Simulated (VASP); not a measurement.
# ZnSe (Fm-3m) in VASP: settings compared

The runs below take ZnSe through single point, relaxation of cell and atoms, with r2SCAN, PBE.

Everything below comes from runs of VASP 6.6.1. Logs are shortened: lines on timing, memory, paths and dates and some standing lists are left out, and cuts for length are marked.

**1. The cell of the first run**

The structure is cubic, space group Fm-3m (No. 225). Conventional cell: a = 5.318 Å, b = 5.318 Å, c = 5.318 Å, α = 90.00°, β = 90.00°, γ = 90.00°. Zn (site symmetry m-3m) has 6 Se at 2.66 Å within 3.5 Å. Within 3.5 Å of Se (site symmetry m-3m) lie 6 Zn at 2.66 Å.

**2. Single point, r2SCAN**

The input, POSCAR:

```
ZnSe
1.0
    0.0000000000      2.6587577920      2.6587577920
    2.6587577920      0.0000000000      2.6587577920
    2.6587577920      2.6587577920      0.0000000000
Zn Se
1 1
Direct
    0.0000000000      0.0000000000      0.0000000000
    0.5000000000      0.5000000000      0.5000000000
```

The input, INCAR.step1:

```
SYSTEM = ZnSe
ALGO = Normal
EDIFF = 1E-4
ENCUT = 520
GGA = PE
ISMEAR = -1
LASPH = .True.
LCHARG = .False.
LREAL = .False.
LWAVE = .True.
NBANDS = 16
NELM = 80
PREC = Accurate
SIGMA = 0.02
```

The input, INCAR.step2:

```
SYSTEM = ZnSe
ALGO = Normal
EDIFF = 1E-7
ENCUT = 520
ISIF = 2
ISMEAR = -1
ISTART = 1
LASPH = .True.
LCHARG = .False.
LMIXTAU = .True.
LREAL = .False.
LWAVE = .False.
METAGGA = R2SCAN
NBANDS = 16
NELM = 80
PREC = Accurate
SIGMA = 0.02
```

The input, KPOINTS:

```
k-points
0
Gamma
  8 8 8
  0 0 0
```

Potentials or basis: VASP PAW PBE potentials, release 64 (Zn, Se).

Started as:

```
cat potpaw_PBE.64/Zn/POTCAR potpaw_PBE.64/Se/POTCAR > POTCAR
cp INCAR.step1 INCAR
mpirun -np 1 vasp_std > vasp.out
cp INCAR.step2 INCAR
mpirun -np 1 vasp_std > vasp.out
```

OUTCAR:

```text
SYSTEM = ZnSe
   EDIFF = 1E-7
   ENCUT = 520
   ISIF = 2
   ISMEAR = -1
   ISTART = 1
   LASPH = .True.
   LREAL = .False.
   METAGGA = R2SCAN
   NELM = 80
   PREC = Accurate

 ion  position               nearest neighbor table
   1  0.000  0.000  0.000-   2 2.66   2 2.66   2 2.66   2 2.66   2 2.66   2 2.66
   2  0.500  0.500  0.500-   1 2.66   1 2.66   1 2.66   1 2.66   1 2.66   1 2.66

  LATTYP: Found a face centered cubic cell.
 ALAT       =     5.3175155840

  Lattice vectors:

 A1 = (   0.0000000000,   2.6587577920,   2.6587577920)
 A2 = (   2.6587577920,   0.0000000000,   2.6587577920)
 A3 = (   2.6587577920,   2.6587577920,   0.0000000000)

Analysis of symmetry for initial positions (statically):
=====================================================================
 Subroutine PRICEL returns:
 Original cell was already a primitive cell.

 Routine SETGRP: Setting up the symmetry group for a
 face centered cubic supercell.

 Subroutine GETGRP returns: Found 48 space group operations
 (whereof 48 operations were pure point group operations)
 out of a pool of 48 trial point group operations.

The static configuration has the point symmetry O_h .

Analysis of symmetry for dynamics (positions and initial velocities):
=====================================================================
 Subroutine PRICEL returns:
 Original cell was already a primitive cell.

 Routine SETGRP: Setting up the symmetry group for a
 face centered cubic supercell.

 Subroutine GETGRP returns: Found 48 space group operations
 (whereof 48 operations were pure point group operations)
 out of a pool of 48 trial point group operations.

The dynamic configuration has the point symmetry O_h .

 Subroutine INISYM returns: Found 48 space group operations
 (whereof 48 operations are pure point group operations),
 and found     1 'primitive' translations

----------------------------------------------------------------------------------------

                                     Primitive cell

  volume of cell :      37.5895

  direct lattice vectors                    reciprocal lattice vectors
     0.000000000  2.658757792  2.658757792    -0.188057747  0.188057747  0.188057747
     2.658757792  0.000000000  2.658757792     0.188057747 -0.188057747  0.188057747
     2.658757792  2.658757792  0.000000000     0.188057747  0.188057747 -0.188057747

  length of vectors
     3.760051329  3.760051329  3.760051329     0.325725572  0.325725572  0.325725572

  position of ions in fractional coordinates (direct lattice)
     0.000000000  0.000000000  0.000000000
     0.500000000  0.500000000  0.500000000

  ion indices of the primitive-cell ions
   primitive index   ion index
                 1           1
                 2           2

----------------------------------------------------------------------------------------

 KPOINTS: k-points

Automatic generation of k-mesh.
 Grid dimensions read from file:
 generate k-points for:    8    8    8

 Generating k-lattice:

  Cartesian coordinates                     Fractional coordinates (reciprocal lattice)
    -0.023507218  0.023507218  0.023507218     0.125000000  0.000000000  0.000000000
     0.023507218 -0.023507218  0.023507218     0.000000000  0.125000000  0.000000000
     0.023507218  0.023507218 -0.023507218     0.000000000  0.000000000  0.125000000

  Length of vectors
     0.040715697  0.040715697  0.040715697

  Shift w.r.t. Gamma in fractional coordinates (k-lattice)
     0.000000000  0.000000000  0.000000000

 Subroutine IBZKPT returns following result:
 ===========================================

 Found     29 irreducible k-points:

 Following reciprocal coordinates:
            Coordinates               Weight
  0.000000  0.000000  0.000000      1.000000
  0.125000  0.000000  0.000000      8.000000
  0.250000  0.000000  0.000000      8.000000
  0.375000  0.000000  0.000000      8.000000
  0.500000  0.000000  0.000000      4.000000
  0.125000  0.125000  0.000000      6.000000
[... 16 lines left out ...]
  0.500000  0.250000  0.125000     48.000000
 -0.375000  0.250000  0.125000     24.000000
 [... further k-points ...]
   k-points           NKPTS =     29   k-points in BZ     NKDIM =     29   number of bands    NBANDS=     16
   number of dos      NEDOS =    301   number of ions     NIONS =      2
   total plane-waves  NPLWV =  21952
   dimension x,y,z NGX =    28 NGY =   28 NGZ =   28
   dimension x,y,z NGXF=    56 NGYF=   56 NGZF=   56
   ions per type =               1   1
   NGX,Y,Z   is equivalent  to a cutoff of  12.38, 12.38, 12.38 a.u.
   NGXF,Y,Z  is equivalent  to a cutoff of  24.76, 24.76, 24.76 a.u.
 SYSTEM =  ZnSe
   PREC   = accura    normal or accurate (medium, high low for compatibility)
   ISTART =      1    job   : 0-new  1-cont  2-samecut
   ICHARG =      0    charge: 1-file 2-atom 10-const
   ISPIN  =      1    spin polarized calculation?
   LNONCOLLINEAR =      F non collinear calculations
   LSORBIT =      F    spin-orbit coupling
   LASPH  =      T    aspherical Exc in radial PAW
   ENCUT  =  520.0 eV  38.22 Ry    6.18 a.u.   6.99  6.99  6.99*2*pi/ulx,y,z
   NELM   =     80;   NELMIN=  2; NELMDL=  0     # of ELM steps
   EDIFF  = 0.1E-06   stopping-criterion for ELM
   LREAL  =      F    real-space projection
   EDIFFG = 0.1E-05   stopping-criterion for IOM
   NSW    =      0    number of steps for IOM
   IBRION =     -1    ionic relax: 0-MD 1-quasi-New 2-CG
   NFREE  =      0    steps in history (QN), initial steepest desc. (CG)
   ISIF   =      2    stress and relaxation
   ISYM   =      2    0-nonsym 1-usesym 2-fastsym
   POTIM  = 0.5000    time-step for ionic-motion
   TEBEG  =    0.0;   TEEND  =   0.0 temperature during run
   PSTRESS=    0.0 pullay stress
   NELECT =      18.0000    total number of electrons
   NUPDOWN=      -1.0000    fix difference up-down
   EMIN   =  10.00;   EMAX   =-10.00  energy-range for DOS
   EFERMI =   0.00;   METHOD = LEGACY
   ISMEAR =    -1;   SIGMA  =   0.02  broadening in eV -4-tet -1-fermi 0-gaus
   EFERMI_NEDOS =   21; number of points for ismear=-14 and -15
   IALGO  =     38    algorithm
   IMIX   =      4    mixing-type and parameters
     AMIX     =   0.40;   BMIX     =  1.00
     AMIX_MAG =   1.60;   BMIX_MAG =  1.00
  volume/ion in A,a.u.               =      18.79       126.83
  Fermi-wavevector in a.u.,A,eV,Ry     =   1.280787  2.420336 22.319204  1.640415
  Thomas-Fermi vector in A             =   2.413195
   LORBIT       =      0    0 simple, 1 ext, 2 COOP (PROOUT), +10 PAW based schemes
   METAGGA = R2SCAN    functional components
   LHFCALC =     F    Hartree Fock is set to
   AEXX    =    0.0000 exact exchange contribution
   IVDW    =     0    specifies the selected vdW correction
   LEPSILON=     F    determine dielectric tensor
   LRPA    =     F    only Hartree local field effects (RPA)
 non-spin polarized calculation
  energy-cutoff  :      520.00
  volume of cell :       37.59
 maximum number of plane-waves:      1036
   NGX = 13   NGY = 13   NGZ = 13

 number of electron      18.0000019 magnetization

 Free energy of the ion-electron system (eV)
  ---------------------------------------------------
  ext. energy  EPLUGINS =         0.00000000
  ---------------------------------------------------
  free energy    TOTEN  =       -24.26472564 eV

  energy without entropy =      -24.26401318  energy(sigma->0) =      -24.26436941

 E-fermi :   3.1627     XC(G=0): -11.1328

 val. band max:        3.1237541883   @ k =  -0.2500   0.1250   0.0000
 cond. band min:       3.3238678976   @ k =   0.3750   0.3750   0.0000
 fundamental gap:      0.2001137093
 Fermi energy:         3.1627220577

 k-point     1 :       0.0000    0.0000    0.0000
  band No.  band energies     occupation
      1     -11.3292      2.00000
      2      -3.7687      2.00000
      3      -3.7687      2.00000
      4      -3.7298      2.00000
      5      -3.7298      2.00000
      6      -3.7298      2.00000
[... 8 lines left out ...]
     15      13.8529      0.00000
     16      13.8529      0.00000

 k-point     2 :       0.1250    0.0000    0.0000
  band No.  band energies     occupation
      1     -11.1617      2.00000
      2      -3.8059      2.00000
      3      -3.8059      2.00000
      4      -3.7463      2.00000
      5      -3.7162      2.00000
      6      -3.7161      2.00000
[... 8 lines left out ...]
     15      13.0813      0.00000
     16      13.6643      0.00000

 k-point     3 :       0.2500    0.0000    0.0000
  band No.  band energies     occupation
      1     -10.7032      2.00000
      2      -3.9003      2.00000
      3      -3.9002      2.00000
      4      -3.8215      2.00000
      5      -3.6764      2.00000
      6      -3.6763      2.00000
[... 8 lines left out ...]
     15      14.2289      0.00000
     16      14.2289      0.00000

 k-point     4 :       0.3750    0.0000    0.0000
  band No.  band energies     occupation
      1     -10.1292      2.00000
      2      -4.0566      2.00000
      3      -3.9930      2.00000
      4      -3.9930      2.00000
      5      -3.6353      2.00000
      6      -3.6352      2.00000
[... 8 lines left out ...]
     15      16.2069      0.00000
     16      16.2069      0.00000
[... 324 lines left out ...]
 k-point    22 :       0.3750    0.2500    0.1250
  band No.  band energies     occupation
      1     -10.3666      2.00000
      2      -4.0260      2.00000
      3      -3.8627      2.00000
      4      -3.7871      2.00000
      5      -3.6677      2.00000
      6      -3.6375      2.00000
[... 8 lines left out ...]
     15      16.8509      0.00000
     16      17.5636      0.00000

 k-point    23 :       0.5000    0.2500    0.1250
  band No.  band energies     occupation
      1      -9.9076      2.00000
      2      -4.0392      2.00000
      3      -3.9503      2.00000
      4      -3.8187      2.00000
      5      -3.6335      2.00000
      6      -3.6012      2.00000
[... 8 lines left out ...]
     15      17.2380      0.00000
     16      18.4165      0.00000

 k-point    24 :      -0.3750    0.2500    0.1250
  band No.  band energies     occupation
      1      -9.6870      2.00000
      2      -4.0435      2.00000
      3      -3.9329      2.00000
      4      -3.8771      2.00000
      5      -3.6099      2.00000
      6      -3.5948      2.00000
[... 8 lines left out ...]
     15      15.7174      0.00000
     16      19.3219      0.00000

 [... further k-points ...]
[... 5 lines left out ...]
  --------------------------------------------------------------------------------------
  -------------------------------------------------------------------------------------
  Total        0.0462139      0.0462139      0.0462139      0.0000000      0.0000000     -0.0000000
  in kB        1.9697742      1.9697742      1.9697742      0.0000000      0.0000000     -0.0000000
  external PRESSURE =       1.9697742 kB  Pullay stress =       0.0000000 kB

 VOLUME and BASIS-vectors are now :
 -----------------------------------------------------------------------------
  energy-cutoff  :      520.00
  volume of cell :       37.59
      direct lattice vectors                 reciprocal lattice vectors
     0.000000000  2.658757792  2.658757792    -0.188057747  0.188057747  0.188057747
     2.658757792  0.000000000  2.658757792     0.188057747 -0.188057747  0.188057747
     2.658757792  2.658757792  0.000000000     0.188057747  0.188057747 -0.188057747

 POSITION                                       TOTAL-FORCE (eV/Angst)
 -----------------------------------------------------------------------------------
      0.00000      0.00000      0.00000        -0.000000      0.000000     -0.000000
      2.65876      2.65876      2.65876         0.000000     -0.000000      0.000000
 -----------------------------------------------------------------------------------
    total drift:                               -0.000000      0.000000      0.000000

  FREE ENERGIE OF THE ION-ELECTRON SYSTEM (eV)
  ---------------------------------------------------
  free  energy   TOTEN  =       -24.2647256358 eV

  energy  without entropy=      -24.2640131824  energy(sigma->0) =      -24.26436941
```

Run time: 54 s. Hardware: 1 thread of Intel Xeon Platinum 8488C (Sapphire Rapids), shared host; peak memory 0.17 GiB.

Results:

| Quantity | Value |
| --- | --- |
| Free energy | -24.2647 eV |
| Pressure | 0.2 GPa |
| Band gap on the k mesh | zero (band 9 reaches 3.12 eV, above the bottom of band 10 at 2.48 eV) |

Levels at points of the mesh, in eV from the Fermi level:
```tsv
k point	band 6	band 7	band 8	band 9	band 10	band 11	band 12	band 13
(0.00, 0.00, 0.00)	-6.89	-0.55	-0.55	-0.55	1.50	9.08	9.08	9.08
(0.50, 0.00, 0.00)	-6.78	-5.88	-0.18	-0.18	3.87	5.40	5.40	6.98
(0.50, 0.50, 0.00)	-6.41	-5.31	-2.62	-2.62	-0.69	5.34	12.27	12.27
```

Caveat: the PAW data sets were made with another functional, which shifts forces and pressure a little.

(Part 1 of 2 ends here.)
